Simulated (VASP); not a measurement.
# RbBr (Fm-3m) in VASP: further runs

The runs below take RbBr through single point, with PBE.

Everything below comes from runs of VASP 6.6.1. Logs are shortened: lines on timing, memory, paths and dates and some standing lists are left out, and cuts for length are marked.

## (1) The cell of the first run

The structure is cubic, space group Fm-3m (No. 225). The conventional cell has a = 6.645 Å, b = 6.645 Å, c = 6.645 Å, α = 90.00°, β = 90.00°, γ = 90.00°. Within 4.4 Å of Rb (site symmetry m-3m) lie 6 Br at 3.32 Å. Br (site symmetry m-3m) has 6 Rb at 3.32 Å within 4.4 Å.

## (2) Single point, PBE (strain -4.0%)

INCAR reads:

```
SYSTEM = RbBr
PREC = Accurate
ENCUT = 520
EDIFF = 1E-7
ISMEAR = 0
SIGMA = 0.01
LREAL = .False.
LASPH = .True.
NELM = 80
ALGO = Normal
ISIF = 2
LWAVE = .False.
LCHARG = .False.
GGA = PE
NBANDS = 15
```

KPOINTS reads:

```
Automatic mesh
0
Gamma
  4 4 4
  0 0 0
```

POSCAR reads:

```
RbBr
1.0
    0.0000000000      3.3223930095      3.3223930095
    3.3223930095      0.0000000000      3.3223930095
    3.3223930095      3.3223930095      0.0000000000
Rb Br
1 1
Direct
    0.0000000000      0.0000000000      0.0000000000
    0.5000000000      0.5000000000      0.5000000000
```

Potentials or basis: VASP PAW PBE potentials, release 64 (Rb_sv, Br).

Started as:

```
cat potpaw_PBE.64/Rb_sv/POTCAR potpaw_PBE.64/Br/POTCAR > POTCAR
mpirun -np 1 vasp_std > vasp.out
```

OUTCAR:

```text
SYSTEM = RbBr
   PREC = Accurate
   ENCUT = 520
   EDIFF = 1E-7
   ISMEAR = 0
   LREAL = .False.
   LASPH = .True.
   NELM = 80
   ISIF = 2
   GGA = PE

 ion  position               nearest neighbor table
   1  0.000  0.000  0.000-   2 3.32   2 3.32   2 3.32   2 3.32   2 3.32   2 3.32
   2  0.500  0.500  0.500-   1 3.32   1 3.32   1 3.32   1 3.32   1 3.32   1 3.32

  LATTYP: Found a face centered cubic cell.
 ALAT       =     6.6447860190

  Lattice vectors:

 A1 = (   0.0000000000,   3.3223930095,   3.3223930095)
 A2 = (   3.3223930095,   0.0000000000,   3.3223930095)
 A3 = (   3.3223930095,   3.3223930095,   0.0000000000)

Analysis of symmetry for initial positions (statically):
=====================================================================
 Subroutine PRICEL returns:
 Original cell was already a primitive cell.

 Routine SETGRP: Setting up the symmetry group for a
 face centered cubic supercell.

 Subroutine GETGRP returns: Found 48 space group operations
 (whereof 48 operations were pure point group operations)
 out of a pool of 48 trial point group operations.

The static configuration has the point symmetry O_h .

Analysis of symmetry for dynamics (positions and initial velocities):
=====================================================================
 Subroutine PRICEL returns:
 Original cell was already a primitive cell.

 Routine SETGRP: Setting up the symmetry group for a
 face centered cubic supercell.

 Subroutine GETGRP returns: Found 48 space group operations
 (whereof 48 operations were pure point group operations)
 out of a pool of 48 trial point group operations.

The dynamic configuration has the point symmetry O_h .

 Subroutine INISYM returns: Found 48 space group operations
 (whereof 48 operations are pure point group operations),
 and found     1 'primitive' translations

----------------------------------------------------------------------------------------

                                     Primitive cell

  volume of cell :      73.3471

  direct lattice vectors                    reciprocal lattice vectors
     0.000000000  3.322393009  3.322393009    -0.150493936  0.150493936  0.150493936
     3.322393009  0.000000000  3.322393009     0.150493936 -0.150493936  0.150493936
     3.322393009  3.322393009  0.000000000     0.150493936  0.150493936 -0.150493936

  length of vectors
     4.698573254  4.698573254  4.698573254     0.260663143  0.260663143  0.260663143

  position of ions in fractional coordinates (direct lattice)
     0.000000000  0.000000000  0.000000000
     0.500000000  0.500000000  0.500000000

  ion indices of the primitive-cell ions
   primitive index   ion index
                 1           1
                 2           2

----------------------------------------------------------------------------------------

 KPOINTS: Automatic mesh

Automatic generation of k-mesh.
 Grid dimensions read from file:
 generate k-points for:    4    4    4

 Generating k-lattice:

  Cartesian coordinates                     Fractional coordinates (reciprocal lattice)
    -0.037623484  0.037623484  0.037623484     0.250000000  0.000000000  0.000000000
     0.037623484 -0.037623484  0.037623484     0.000000000  0.250000000  0.000000000
     0.037623484  0.037623484 -0.037623484     0.000000000  0.000000000  0.250000000

  Length of vectors
     0.065165786  0.065165786  0.065165786

  Shift w.r.t. Gamma in fractional coordinates (k-lattice)
     0.000000000  0.000000000  0.000000000

 Subroutine IBZKPT returns following result:
 ===========================================

 Found      8 irreducible k-points:

 Following reciprocal coordinates:
            Coordinates               Weight
  0.000000  0.000000  0.000000      1.000000
  0.250000  0.000000  0.000000      8.000000
  0.500000  0.000000  0.000000      4.000000
  0.250000  0.250000  0.000000      6.000000
  0.500000  0.250000  0.000000     24.000000
 -0.250000  0.250000  0.000000     12.000000
  0.500000  0.500000  0.000000      3.000000
 -0.250000  0.500000  0.250000      6.000000
   k-points           NKPTS =      8   k-points in BZ     NKDIM =      8   number of bands    NBANDS=     15
   number of dos      NEDOS =    301   number of ions     NIONS =      2
   total plane-waves  NPLWV =  46656
   dimension x,y,z NGX =    36 NGY =   36 NGZ =   36
   dimension x,y,z NGXF=    72 NGYF=   72 NGZF=   72
   ions per type =               1   1
   NGX,Y,Z   is equivalent  to a cutoff of  12.74, 12.74, 12.74 a.u.
   NGXF,Y,Z  is equivalent  to a cutoff of  25.48, 25.48, 25.48 a.u.
 SYSTEM =  RbBr
   PREC   = accura    normal or accurate (medium, high low for compatibility)
   ISTART =      0    job   : 0-new  1-cont  2-samecut
   ICHARG =      2    charge: 1-file 2-atom 10-const
   ISPIN  =      1    spin polarized calculation?
   LNONCOLLINEAR =      F non collinear calculations
   LSORBIT =      F    spin-orbit coupling
   LASPH  =      T    aspherical Exc in radial PAW
   ENCUT  =  520.0 eV  38.22 Ry    6.18 a.u.   8.74  8.74  8.74*2*pi/ulx,y,z
   NELM   =     80;   NELMIN=  2; NELMDL= -5     # of ELM steps
   EDIFF  = 0.1E-06   stopping-criterion for ELM
   LREAL  =      F    real-space projection
   EDIFFG = 0.1E-05   stopping-criterion for IOM
   NSW    =      0    number of steps for IOM
   IBRION =     -1    ionic relax: 0-MD 1-quasi-New 2-CG
   NFREE  =      0    steps in history (QN), initial steepest desc. (CG)
   ISIF   =      2    stress and relaxation
   ISYM   =      2    0-nonsym 1-usesym 2-fastsym
   POTIM  = 0.5000    time-step for ionic-motion
   TEBEG  =    0.0;   TEEND  =   0.0 temperature during run
   PSTRESS=    0.0 pullay stress
   NELECT =      16.0000    total number of electrons
   NUPDOWN=      -1.0000    fix difference up-down
   EMIN   =  10.00;   EMAX   =-10.00  energy-range for DOS
   EFERMI =   0.00;   METHOD = LEGACY
   ISMEAR =     0;   SIGMA  =   0.01  broadening in eV -4-tet -1-fermi 0-gaus
   EFERMI_NEDOS =   21; number of points for ismear=-14 and -15
   IALGO  =     38    algorithm
   IMIX   =      4    mixing-type and parameters
     AMIX     =   0.40;   BMIX     =  1.00
     AMIX_MAG =   1.60;   BMIX_MAG =  1.00
  volume/ion in A,a.u.               =      36.67       247.49
  Fermi-wavevector in a.u.,A,eV,Ry     =   0.985494  1.862313 13.213947  0.971198
  Thomas-Fermi vector in A             =   2.116805
   LORBIT       =      0    0 simple, 1 ext, 2 COOP (PROOUT), +10 PAW based schemes
   GGA     = PE    functional components
   LHFCALC =     F    Hartree Fock is set to
   AEXX    =    0.0000 exact exchange contribution
   IVDW    =     0    specifies the selected vdW correction
   LEPSILON=     F    determine dielectric tensor
   LRPA    =     F    only Hartree local field effects (RPA)
 non-spin polarized calculation
 Gauss-broadening in eV      SIGMA  =   0.01
  energy-cutoff  :      520.00
  volume of cell :       73.35
 maximum number of plane-waves:      1996
 NGX is ok and might be reduce to    36
   NGX = 17   NGY = 17   NGZ = 17

 number of electron      15.9999998 magnetization

 Free energy of the ion-electron system (eV)
  ---------------------------------------------------
  ext. energy  EPLUGINS =         0.00000000
  ---------------------------------------------------
  free energy    TOTEN  =        -6.01138500 eV

  energy without entropy =       -6.01138500  energy(sigma->0) =       -6.01138500

 E-fermi :  -1.2666     XC(G=0):  -7.6096

 val. band max:       -1.3704481532   @ k =   0.0000   0.0000   0.0000
 cond. band min:       3.2408482583   @ k =   0.0000   0.0000   0.0000
 fundamental gap:      4.6112964115
 Fermi energy:        -1.2666487736

 k-point     1 :       0.0000    0.0000    0.0000
  band No.  band energies     occupation
      1     -25.6060      2.00000
      2     -13.6542      2.00000
      3      -9.6908      2.00000
      4      -9.6908      2.00000
      5      -9.6908      2.00000
      6      -1.3704      2.00000
      7      -1.3704      2.00000
      8      -1.3704      2.00000
      9       3.2408      0.00000
     10       5.9149      0.00000
     11       5.9149      0.00000
     12       5.9149      0.00000
     13       6.8719      0.00000
     14       6.8719      0.00000
     15       9.8276      0.00000

 k-point     2 :       0.2500    0.0000    0.0000
  band No.  band energies     occupation
      1     -25.5981      2.00000
      2     -13.6904      2.00000
      3      -9.6949      2.00000
      4      -9.6949      2.00000
      5      -9.6492      2.00000
      6      -2.0314      2.00000
      7      -1.6074      2.00000
      8      -1.6074      2.00000
      9       4.6087      0.00000
     10       5.8514      0.00000
     11       6.7084      0.00000
     12       6.7084      0.00000
     13       7.8860      0.00000
     14       7.8860      0.00000
     15      11.5580      0.00000

 k-point     3 :       0.5000    0.0000    0.0000
  band No.  band energies     occupation
      1     -25.5903      2.00000
      2     -13.7259      2.00000
      3      -9.6988      2.00000
      4      -9.6988      2.00000
      5      -9.6079      2.00000
      6      -2.5316      2.00000
      7      -1.8211      2.00000
      8      -1.8211      2.00000
      9       5.6800      0.00000
     10       6.6644      0.00000
     11       8.3922      0.00000
     12       8.3922      0.00000
     13       9.0925      0.00000
     14       9.0925      0.00000
     15      10.2157      0.00000
[... 55 lines left out ...]
 k-point     7 :       0.5000    0.5000    0.0000
  band No.  band energies     occupation
      1     -25.5860      2.00000
      2     -13.5891      2.00000
      3      -9.9542      2.00000
      4      -9.7943      2.00000
      5      -9.7943      2.00000
      6      -1.8585      2.00000
      7      -1.5303      2.00000
      8      -1.5303      2.00000
      9       4.1203      0.00000
     10       6.1284      0.00000
     11       7.9995      0.00000
     12       8.3258      0.00000
     13       8.4476      0.00000
     14       9.8241      0.00000
     15       9.8241      0.00000

 k-point     8 :      -0.2500    0.5000    0.2500
  band No.  band energies     occupation
      1     -25.5858      2.00000
      2     -13.6295      2.00000
      3      -9.8744      2.00000
      4      -9.8744      2.00000
      5      -9.6572      2.00000
      6      -1.9672      2.00000
      7      -1.7365      2.00000
      8      -1.7365      2.00000
      9       5.7922      0.00000
     10       5.7922      0.00000
     11       7.2737      0.00000
     12       7.6334      0.00000
     13       9.8758      0.00000
     14      10.1104      0.00000
     15      10.1194      0.00000

------------------------ aborting loop because EDIFF is reached ----------------------------------------

  FORCE on cell =-STRESS in cart. coord.  units (eV):
  Direction    XX          YY          ZZ          XY          YZ          ZX
  --------------------------------------------------------------------------------------
  -------------------------------------------------------------------------------------
  Total        1.3580143      1.3580143      1.3580143     -0.0000000     -0.0000000      0.0000000
  in kB       29.6641510     29.6641510     29.6641510     -0.0000000     -0.0000000      0.0000000
  external PRESSURE =      29.6641510 kB  Pullay stress =       0.0000000 kB

 VOLUME and BASIS-vectors are now :
 -----------------------------------------------------------------------------
  energy-cutoff  :      520.00
  volume of cell :       73.35
      direct lattice vectors                 reciprocal lattice vectors
     0.000000000  3.322393009  3.322393009    -0.150493936  0.150493936  0.150493936
     3.322393009  0.000000000  3.322393009     0.150493936 -0.150493936  0.150493936
     3.322393009  3.322393009  0.000000000     0.150493936  0.150493936 -0.150493936

 POSITION                                       TOTAL-FORCE (eV/Angst)
 -----------------------------------------------------------------------------------
      0.00000      0.00000      0.00000        -0.000000     -0.000000      0.000000
      3.32239      3.32239      3.32239         0.000000      0.000000     -0.000000
 -----------------------------------------------------------------------------------
    total drift:                                0.000000      0.000000      0.000000

  FREE ENERGIE OF THE ION-ELECTRON SYSTEM (eV)
  ---------------------------------------------------
  free  energy   TOTEN  =        -6.0113850033 eV

  energy  without entropy=       -6.0113850033  energy(sigma->0) =       -6.01138500
```

It took 6.8 s on 1 thread of Intel Xeon 6975P-C, shared host; peak memory 0.2 GiB.

Results:

```
Free energy            : -6.0114 eV
Pressure               : 3.0 GPa
Band gap on the k mesh : 4.61 eV, direct
```

Caveat: the cell differs from its parent crystal (strain -4.0%).

## (3) Single point, PBE

This run uses another cell than the first one, of 41.45 Å³/atom, 1.130 times its volume.

INCAR reads:

```
SYSTEM = RbBr
PREC     = Accurate       ! precision mode
ENCUT    = 520            ! plane-wave cutoff, eV
EDIFF    = 1E-6           ! SCF threshold, eV
ISMEAR   = 0              ! smearing method
SIGMA    = 0.01           ! smearing width, eV
LREAL    = .FALSE.        ! projectors in reciprocal space
LASPH    = .TRUE.         ! aspherical terms in the spheres
NELM     = 100            ! most SCF steps
ALGO     = Normal         ! electronic algorithm
ISIF     = 2              ! what is computed and relaxed
LWAVE    = .FALSE.        ! write WAVECAR
LCHARG   = .TRUE.         ! write CHGCAR
GGA      = PE             ! functional
LELF     = .TRUE.         ! ELF
LVHAR    = .TRUE.       
NBANDS   = 15             ! bands
```

KPOINTS reads:

```
regular mesh
0
G
  4 4 4
  0 0 0
```

POSCAR reads:

```
RbBr
1.0
    0.0000000000      3.4608260516      3.4608260516
    3.4608260516      0.0000000000      3.4608260516
    3.4608260516      3.4608260516      0.0000000000
Rb Br
1 1
Direct
    0.0000000000      0.0000000000      0.0000000000
    0.5000000000      0.5000000000      0.5000000000
```

Potentials or basis: VASP PAW PBE potentials, release 64 (Rb_sv, Br).

Started as:

```
cat potpaw_PBE.64/Rb_sv/POTCAR potpaw_PBE.64/Br/POTCAR > POTCAR
mpirun -np 1 vasp_std > vasp.out
```

It took 6.6 s on 1 thread of Intel Xeon 6975P-C, shared host; peak memory 0.2 GiB.

Results (log left out):

| Quantity | Value |
| --- | --- |
| Free energy | -6.1091 eV |
| Pressure | 0.6 GPa |
| Band gap on the k mesh | 4.29 eV, direct |

Levels at points of the mesh, in eV from the valence-band top:
| k point | band 5 | band 6 | band 7 | band 8 | band 9 | band 10 | band 11 | band 12 |
| --- | --- | --- | --- | --- | --- | --- | --- | --- |
| (0.00, 0.00, 0.00) | -8.55 | 0.00 | 0.00 | 0.00 | 4.29 | 7.27 | 7.27 | 7.27 |
| (0.50, 0.00, 0.00) | -8.51 | -0.94 | -0.33 | -0.33 | 6.74 | 7.61 | 9.40 | 9.40 |
| (0.50, 0.50, 0.00) | -8.62 | -0.47 | -0.16 | -0.16 | 5.64 | 7.02 | 9.05 | 9.15 |
